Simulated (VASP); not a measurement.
# CO2 (I-42d) in VASP: further runs

CO2 is run at these levels: PBE; tasks: relaxation of shape and atoms at fixed volume.

All numbers are computed with VASP 6.6.1; they aren't measurements. Logs are shortened: lines on timing, memory, paths and dates and some standing lists are left out, and cuts for length are marked.

### Step 1. The cell of the first run

The structure is tetragonal, space group I-42d (No. 122). Conventional cell: a = 4.004 Å, b = 4.004 Å, c = 6.042 Å, α = 90.00°, β = 90.00°, γ = 90.00°. C (site symmetry -4) has 4 O at 1.42 Å within 1.9 Å. O (site symmetry 2) has 2 C at 1.42 Å within 1.9 Å.

### Step 2. Relaxation of shape and atoms at fixed volume, PBE (volume scaled by 1.03)

INCAR

```
ALGO = Normal
EDIFF = 1E-6
EDIFFG = -0.01
ENCUT = 600
GGA = PE
IBRION = 2
ISIF = 4
ISMEAR = 0
LASPH = T
LCHARG = F
LREAL = F
LWAVE = F
NELM = 60
NSW = 50
PREC = Accurate
SIGMA = 0.02
```

KPOINTS

```
k-points
0
Gamma
  8 8 8
```

POSCAR

```
CO2
1.0
   -2.0021154547      2.0021154547      3.0208545287
    2.0021154547     -2.0021154547      3.0208545287
    2.0021154547      2.0021154547     -3.0208545287
C O
2 4
Direct
    0.0000000000      0.0000000000      0.0000000000
    0.7500000000      0.2500000000      0.5000000000
    0.3750000000      0.2893001686      0.4143001686
    0.7106998314      0.1250000000      0.0856998314
    0.8750000000      0.9606998314      0.5856998314
    0.0393001686      0.6250000000      0.9143001686
```

Potentials or basis: VASP PAW PBE potentials, release 64 (C, O).

The run is started by

```bash
> cat potpaw_PBE.64/C/POTCAR potpaw_PBE.64/O/POTCAR > POTCAR
> mpirun -np 1 vasp_std > vasp.out
```

OUTCAR:

```text
EDIFF = 1E-6
   EDIFFG = -0.01
   ENCUT = 600
   GGA = PE
   IBRION = 2
   ISIF = 4
   ISMEAR = 0
   LASPH = T
   LREAL = F
   NELM = 60
   NSW = 50
   PREC = Accurate

 ion  position               nearest neighbor table
   1  0.000  0.000  0.000-   3 1.42   4 1.42   5 1.42   6 1.42
   2  0.750  0.250  0.500-   4 1.42   5 1.42   6 1.42   3 1.42
   3  0.375  0.289  0.414-   1 1.42   2 1.42
   4  0.711  0.125  0.086-   1 1.42   2 1.42
   5  0.875  0.961  0.586-   1 1.42   2 1.42
   6  0.039  0.625  0.914-   2 1.42   1 1.42

  LATTYP: Found a body centered tetragonal cell.
 ALAT       =     4.0042309094
 C/A-ratio  =     1.5088313322

  Lattice vectors:

 A1 = (  -2.0021154547,   2.0021154547,   3.0208545287)
 A2 = (   2.0021154547,  -2.0021154547,   3.0208545287)
 A3 = (   2.0021154547,   2.0021154547,  -3.0208545287)

Analysis of symmetry for initial positions (statically):
=====================================================================
 Subroutine PRICEL returns:
 Original cell was already a primitive cell.

 Routine SETGRP: Setting up the symmetry group for a
 body centered tetragonal supercell.

 Subroutine GETGRP returns: Found  8 space group operations
 (whereof  4 operations were pure point group operations)
 out of a pool of 16 trial point group operations.

The static configuration has the point symmetry S_4 .
 The point group associated with its full space group is D_2d.

Analysis of symmetry for dynamics (positions and initial velocities):
=====================================================================
 Subroutine PRICEL returns:
 Original cell was already a primitive cell.

 Routine SETGRP: Setting up the symmetry group for a
 body centered tetragonal supercell.

 Subroutine GETGRP returns: Found  8 space group operations
 (whereof  4 operations were pure point group operations)
 out of a pool of 16 trial point group operations.

The dynamic configuration has the point symmetry S_4 .
 The point group associated with its full space group is D_2d.

 Subroutine INISYM returns: Found  8 space group operations
 (whereof  4 operations are pure point group operations),
 and found     1 'primitive' translations

----------------------------------------------------------------------------------------

                                     Primitive cell

  volume of cell :      48.4360

  direct lattice vectors                    reciprocal lattice vectors
    -2.002115455  2.002115455  3.020854529     0.000000000  0.249735848  0.165516080
[... 100 lines left out ...]
   ISIF   =      4    stress and relaxation
   ISYM   =      2    0-nonsym 1-usesym 2-fastsym
   POTIM  = 0.5000    time-step for ionic-motion
   TEBEG  =    0.0;   TEEND  =   0.0 temperature during run
   PSTRESS=    0.0 pullay stress
   NELECT =      32.0000    total number of electrons
   NUPDOWN=      -1.0000    fix difference up-down
   EMIN   =  10.00;   EMAX   =-10.00  energy-range for DOS
   EFERMI =   0.00;   METHOD = LEGACY
   ISMEAR =     0;   SIGMA  =   0.02  broadening in eV -4-tet -1-fermi 0-gaus
   EFERMI_NEDOS =   21; number of points for ismear=-14 and -15
   IALGO  =     38    algorithm
   IMIX   =      4    mixing-type and parameters
     AMIX     =   0.40;   BMIX     =  1.00
     AMIX_MAG =   1.60;   BMIX_MAG =  1.00
  volume/ion in A,a.u.               =       8.07        54.48
  Fermi-wavevector in a.u.,A,eV,Ry     =   1.425833  2.694435 27.660660  2.033001
  Thomas-Fermi vector in A             =   2.546175
   LORBIT       =      0    0 simple, 1 ext, 2 COOP (PROOUT), +10 PAW based schemes
   GGA     = PE    functional components
   LHFCALC =     F    Hartree Fock is set to
   AEXX    =    0.0000 exact exchange contribution
   IVDW    =     0    specifies the selected vdW correction
   LEPSILON=     F    determine dielectric tensor
   LRPA    =     F    only Hartree local field effects (RPA)
 conjugate gradient relaxation of ions
 non-spin polarized calculation
 Gauss-broadening in eV      SIGMA  =   0.02
  energy-cutoff  :      600.00
  volume of cell :       48.44
 maximum number of plane-waves:      1640
 NGX is ok and might be reduce to    36
   NGX = 17   NGY = 17   NGZ = 17

--------------------------------------- Ionic step        1  -------------------------------------------

 number of electron      32.0000000 magnetization

 Free energy of the ion-electron system (eV)
  ---------------------------------------------------
  ext. energy  EPLUGINS =         0.00000000
  ---------------------------------------------------
  free energy    TOTEN  =       -43.43263976 eV

  energy without entropy =      -43.43263976  energy(sigma->0) =      -43.43263976

------------------------ aborting loop because EDIFF is reached ----------------------------------------

  FORCE on cell =-STRESS in cart. coord.  units (eV):
  Direction    XX          YY          ZZ          XY          YZ          ZX
  --------------------------------------------------------------------------------------
  -------------------------------------------------------------------------------------
  Total       -1.9675255     -1.9675255     -1.8579742      0.0000000      0.0000000      0.0000000
  in kB      -65.0823026    -65.0823026    -61.4585375      0.0000000      0.0000000      0.0000000
  external PRESSURE =     -63.8743809 kB  Pullay stress =       0.0000000 kB
[... 147 lines left out ...]
--------------------------------------- Ionic step        5  -------------------------------------------

 number of electron      31.9999999 magnetization

 Free energy of the ion-electron system (eV)
  ---------------------------------------------------
  ext. energy  EPLUGINS =         0.00000000
  ---------------------------------------------------
  free energy    TOTEN  =       -43.44271745 eV

  energy without entropy =      -43.44271745  energy(sigma->0) =      -43.44271745

 E-fermi :   1.9610     XC(G=0): -10.8808

 val. band max:        1.8131591559   @ k =   0.5000   0.5000   0.5000
 cond. band min:       9.3801701507   @ k =   0.0000   0.0000   0.0000
 fundamental gap:      7.5670109947
 Fermi energy:         1.9609900915

 k-point     1 :       0.0000    0.0000    0.0000
  band No.  band energies     occupation
      1     -21.9411      2.00000
      2     -17.0218      2.00000
      3     -17.0218      2.00000
      4     -16.3567      2.00000
      5     -12.7101      2.00000
      6      -7.6928      2.00000
[... 541 lines left out ...]
     19      11.0198      0.00000
     20      11.6699      0.00000

 [... further k-points ...]
[... 5 lines left out ...]
  --------------------------------------------------------------------------------------
  -------------------------------------------------------------------------------------
  Total       -1.1164988     -1.1164988     -1.1242039      0.0000000     -0.0000000      0.0000000
  in kB      -36.9318291    -36.9318291    -37.1867002      0.0000000     -0.0000000      0.0000000
  external PRESSURE =     -37.0167861 kB  Pullay stress =       0.0000000 kB
[... 21 lines left out ...]
  FREE ENERGIE OF THE ION-ELECTRON SYSTEM (eV)
  ---------------------------------------------------
  free  energy   TOTEN  =       -43.4427174464 eV

  energy  without entropy=      -43.4427174464  energy(sigma->0) =      -43.44271745

 reached required accuracy - stopping structural energy minimisation
```

CONTCAR:

```text
CO2
   1.00000000000000
    -2.0075335313067160    2.0075335313067160    3.0045707312147378
     2.0075335313067160   -2.0075335313067160    3.0045707312147378
     2.0075335313067160    2.0075335313067160   -3.0045707312147378
  C               O
     2     4
Direct
     0.0000000000000000    0.0000000000000000    0.0000000000000000
     0.7500000000000000    0.2500000000000000    0.5000000000000000
     0.3750000000000000    0.2851500453953207    0.4101500453953207
     0.7148499546046793    0.1250000000000000    0.0898499546046793
     0.8750000000000000    0.9648499546046793    0.5898499546046793
     0.0351500453953207    0.6250000000000000    0.9101500453953207

  0.00000000E+00  0.00000000E+00  0.00000000E+00
  0.00000000E+00  0.00000000E+00  0.00000000E+00
  0.00000000E+00  0.00000000E+00  0.00000000E+00
  0.00000000E+00  0.00000000E+00  0.00000000E+00
  0.00000000E+00  0.00000000E+00  0.00000000E+00
  0.00000000E+00  0.00000000E+00  0.00000000E+00
```

It took 3.4 min on 1 thread of Oxide Virtual Turin-like, shared host; peak memory 0.19 GiB.

Results:

```
Free energy               : -43.4427 eV
Energy gained by relaxing : 1.7 meV/atom
Ionic steps               : 5
Pressure after relaxing   : -3.7 GPa
Band gap on the k mesh    : 7.57 eV, indirect (least direct gap 7.97 eV)
```

Step by step:
| step | energy change (eV) | largest force (eV/Å) | pressure (GPa) | volume (Å³) |
| --- | --- | --- | --- | --- |
| 1 | 0.0000 | 0.3128 | -6.39 | 48.44 |
| 2 | -0.0089 | 0.0135 | -3.82 | 48.44 |
| 3 | -0.0089 | 0.0038 | -3.99 | 48.44 |
| 4 | -0.0096 | 0.0016 | -3.89 | 48.44 |
| 5 | -0.0101 | 0.0016 | -3.70 | 48.44 |

Final structure:
```yaml
crystal:
  lattice:
    - [-2.00753, 2.00753, 3.00457]
    - [2.00753, -2.00753, 3.00457]
    - [2.00753, 2.00753, -3.00457]
  atoms:
    - { symbol: C, position: [0.00000, 0.00000, 0.00000] }
    - { symbol: C, position: [0.75000, 0.25000, 0.50000] }
    - { symbol: O, position: [0.37500, 0.28515, 0.41015] }
    - { symbol: O, position: [0.71485, 0.12500, 0.08985] }
    - { symbol: O, position: [0.87500, 0.96485, 0.58985] }
    - { symbol: O, position: [0.03515, 0.62500, 0.91015] }
```

Levels at points of the mesh, in eV from the valence-band top:
```
           k point  band 14  band 15  band 16  band 17  band 18  band 19
(0.00, 0.00, 0.00)    -0.91    -0.91    -0.48     7.57     8.76     8.97
(0.50, 0.00, 0.00)    -1.31    -0.41    -0.01     8.02     9.10     9.33
(0.50, 0.50, 0.00)    -0.67    -0.48    -0.48     8.57     8.57     9.68
(0.50, 0.50, 0.50)    -2.79     0.00     0.00     8.80     8.80    10.26
```

Caveat: the cell differs from its parent crystal (volume scaled by 1.03). A k mesh can miss the band edges.

### Step 3. Relaxation of shape and atoms at fixed volume, PBE (volume scaled by 1.06)

INCAR

```
PREC     = Accurate       # precision mode
ENCUT    = 600            # plane-wave cutoff, eV
EDIFF    = 1E-6           # SCF threshold, eV
ISMEAR   = 0              # smearing method
SIGMA    = 0.02           # smearing width, eV
LREAL    = F              # projectors in reciprocal space
LASPH    = T              # aspherical terms in the spheres
NELM     = 60             # most SCF steps
ALGO     = Normal         # electronic algorithm
ISIF     = 4              # what is computed and relaxed
LWAVE    = F              # write WAVECAR
LCHARG   = F              # write CHGCAR
GGA      = PE             # functional
IBRION   = 2              # ionic algorithm
NSW      = 50             # ionic steps
EDIFFG   = -0.01          # ionic threshold
```

KPOINTS

```
regular mesh
0
Gamma
  8 8 8
```

POSCAR

```
CO2
1.0
   -2.0275106730      2.0275106730      3.0314498677
    2.0275106730     -2.0275106730      3.0314498677
    2.0275106730      2.0275106730     -3.0314498677
C O
2 4
Direct
    0.0000000000      0.0000000000      0.0000000000
    0.7500000000      0.2500000000      0.5000000000
    0.3750000000      0.2843320294      0.4093320294
    0.7156679706      0.1250000000      0.0906679706
    0.8750000000      0.9656679706      0.5906679706
    0.0343320294      0.6250000000      0.9093320294
```

Potentials or basis: VASP PAW PBE potentials, release 64 (C, O).

The run is started by

```bash
> cat potpaw_PBE.64/C/POTCAR potpaw_PBE.64/O/POTCAR > POTCAR
> mpirun -np 1 vasp_std > vasp.out
```

Wall time 2.7 min (1 thread of Oxide Virtual Turin-like, shared host); peak memory 0.19 GiB.

The run converged. Its results:

```
Free energy               : -43.4025 eV
Energy gained by relaxing : 1.6 meV/atom
Ionic steps               : 5
Pressure after relaxing   : -7.1 GPa
Band gap on the k mesh    : 7.49 eV, indirect (least direct gap 7.84 eV)
```

Step by step:
| step | energy change (eV) | largest force (eV/Å) | pressure (GPa) | volume (Å³) |
| --- | --- | --- | --- | --- |
| 1 | 0.0000 | 0.2939 | -9.61 | 49.85 |
| 2 | -0.0084 | 0.0055 | -7.36 | 49.85 |
| 3 | -0.0084 | 0.0030 | -7.36 | 49.85 |
| 4 | -0.0089 | 0.0016 | -7.28 | 49.85 |
| 5 | -0.0093 | 0.0017 | -7.13 | 49.85 |

Final structure:
```
C O
1.0
    -2.03238    2.03238    3.01695
     2.03238   -2.03238    3.01695
     2.03238    2.03238   -3.01695
C O
2 4
Direct
  0.00000 0.00000 0.00000
  0.75000 0.25000 0.50000
  0.37500 0.28028 0.40528
  0.71972 0.12500 0.09472
  0.87500 0.96972 0.59472
  0.03028 0.62500 0.90528
```

Levels at points of the mesh, in eV from the valence-band top:
```
           k point  band 12  band 13  band 14  band 15  band 16  band 17  band 18  band 19  band 20
(0.00, 0.00, 0.00)    -1.00    -1.00    -0.95    -0.95    -0.52     7.49     8.47     8.75     8.75
(0.50, 0.00, 0.00)    -2.08    -1.65    -1.27    -0.42    -0.02     7.86     8.80     9.17     9.97
(0.50, 0.50, 0.00)    -2.61    -0.69    -0.69    -0.45    -0.45     8.35     8.35     9.54     9.54
(0.50, 0.50, 0.50)    -2.95    -2.77    -2.77     0.00     0.00     8.75     8.75     9.98     9.98
```

Caveat: the cell differs from its parent crystal (volume scaled by 1.06). A k mesh can miss the band edges.

### Step 4. Relaxation of shape and atoms at fixed volume, PBE (volume scaled by 1.10)

INCAR

```
SYSTEM = CO2
  ALGO = Normal
  EDIFF = 1E-6
  EDIFFG = -0.01
  ENCUT = 600
  GGA = PE
  IBRION = 2
  ISIF = 4
  ISMEAR = 0
  LASPH = .TRUE.
  LCHARG = .FALSE.
  LREAL = .FALSE.
  LWAVE = .FALSE.
  NELM = 60
  NSW = 50
  PREC = Accurate
  SIGMA = 0.02
```

KPOINTS

```
k-points
0
G
  8 8 8
  0 0 0
```

POSCAR

```
CO2
1.0
   -2.0582196899      2.0582196899      3.0526713548
    2.0582196899     -2.0582196899      3.0526713548
    2.0582196899      2.0582196899     -3.0526713548
C O
2 4
Direct
    0.0000000000      0.0000000000      0.0000000000
    0.7500000000      0.2500000000      0.5000000000
    0.3750000000      0.2795005369      0.4045005369
    0.7204994631      0.1250000000      0.0954994631
    0.8750000000      0.9704994631      0.5954994631
    0.0295005369      0.6250000000      0.9045005369
```

The run is started by

```bash
> cat potpaw_PBE.64/C/POTCAR potpaw_PBE.64/O/POTCAR > POTCAR
> mpirun -np 1 vasp_std > vasp.out
```

It took 2.7 min on 1 thread of Oxide Virtual Turin-like, shared host; peak memory 0.2 GiB.

It converged, with:

* Free energy: -43.3047 eV
* Energy gained by relaxing: 2.7 meV/atom
* Ionic steps: 5
* Pressure after relaxing: -11.1 GPa
* Band gap on the k mesh: 7.30 eV, indirect (least direct gap 7.64 eV)

The path:
| step | energy change (eV) | largest force (eV/Å) | pressure (GPa) | volume (Å³) |
| --- | --- | --- | --- | --- |
| 1 | 0.0000 | 0.3774 | -14.16 | 51.73 |
| 2 | -0.0148 | 0.0339 | -11.59 | 51.73 |
| 3 | -0.0149 | 0.0051 | -11.37 | 51.73 |
| 4 | -0.0158 | 0.0031 | -11.27 | 51.73 |
| 5 | -0.0165 | 0.0010 | -11.09 | 51.73 |

Final structure:
```
CELL_PARAMETERS angstrom
-2.06433 2.06433 3.03464
2.06433 -2.06433 3.03464
2.06433 2.06433 -3.03464
ATOMIC_POSITIONS crystal
C 0.00000 0.00000 0.00000
C 0.75000 0.25000 0.50000
O 0.37500 0.27404 0.39904
O 0.72596 0.12500 0.10096
O 0.87500 0.97596 0.60096
O 0.02404 0.62500 0.89904
```

Levels at points of the mesh, in eV from the valence-band top:
| k point | band 13 | band 14 | band 15 | band 16 | band 17 | band 18 | band 19 | band 20 |
| --- | --- | --- | --- | --- | --- | --- | --- | --- |
| (0.00, 0.00, 0.00) | -1.00 | -0.88 | -0.88 | -0.57 | 7.36 | 8.09 | 8.47 | 8.47 |
| (0.50, 0.00, 0.00) | -1.64 | -1.23 | -0.42 | -0.03 | 7.67 | 8.41 | 8.96 | 9.79 |
| (0.50, 0.50, 0.00) | -0.72 | -0.72 | -0.42 | -0.42 | 8.06 | 8.06 | 9.36 | 9.36 |
| (0.50, 0.50, 0.50) | -2.74 | -2.74 | 0.00 | 0.00 | 8.67 | 8.67 | 9.61 | 9.61 |

Caveat: the cell differs from its parent crystal (volume scaled by 1.10).

### Step 5. Summary

| cell | gap on the mesh (eV) | pressure (GPa) |
| --- | --- | --- |
| relaxed from a = 4.140 Å, angles 122.2, 122.2, 86.3°, 6 atoms | 7.57 | -3.7 |
| relaxed from a = 4.173 Å, angles 121.9, 121.9, 86.8°, 6 atoms | 7.49 | -7.1 |
| relaxed from a = 4.218 Å, angles 121.6, 121.6, 87.3°, 6 atoms | 7.30 | -11.1 |

Alike in all rows: task relaxation of shape and atoms at fixed volume; level PBE; potentials or basis VASP PAW PBE potentials, release 64 (C, O); no spin polarisation; k mesh 8 × 8 × 8; cutoff (eV) 600; smearing gaussian 0.02 eV.

Absolute energies hang on the potentials; compare differences alone.
